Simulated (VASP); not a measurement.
Pt, 2 atoms in the cell. It takes space group P6_3/mmc (No. 194, hexagonal). The conventional cell has a = 2.535 Å, b = 2.535 Å, c = 4.377 Å, α = 90.00°, β = 90.00°, γ = 120.00°. Within 3.3 Å of Pt (site symmetry -6m2) lie 12 Pt at 2.53 to 2.63 Å. 

| Property | Result |
| --- | --- |
| Program | VASP 6.6.1 |
| Task | single point |
| Functional | LDA |
| Potentials or basis | VASP PAW LDA potentials, release 64 (Pt) |
| Cutoff | 520 eV |
| k mesh | 21 × 21 × 10 |
| Occupations | gaussian, width 0.15 eV |
| Spin | collinear spin, ferromagnetic start |
| Starting moments | [0.1, 0.1] μB |
| Fixed moment | 0.2 μB |
| Dipole correction | no |
| Further INCAR settings | ALGO = Fast; EDIFF = 1e-06; NBANDS = 21 |

Potentials or basis: VASP PAW LDA potentials, release 64 (Pt).

Command:

```console
$ cat potpaw_LDA.64/Pt/POTCAR > POTCAR
$ mpirun -np 1 vasp_std > vasp.out
```

Hardware: 1 thread of Intel(R) Xeon(R) 6975P-C (Granite Rapids), with other jobs on the host.

How long does it take, and how much memory?

Wall time 100 s on 1 thread of Intel(R) Xeon(R) 6975P-C (Granite Rapids), on a shared host, peak memory 0.29 GiB. Counts: scf iterations 13, k points 288.
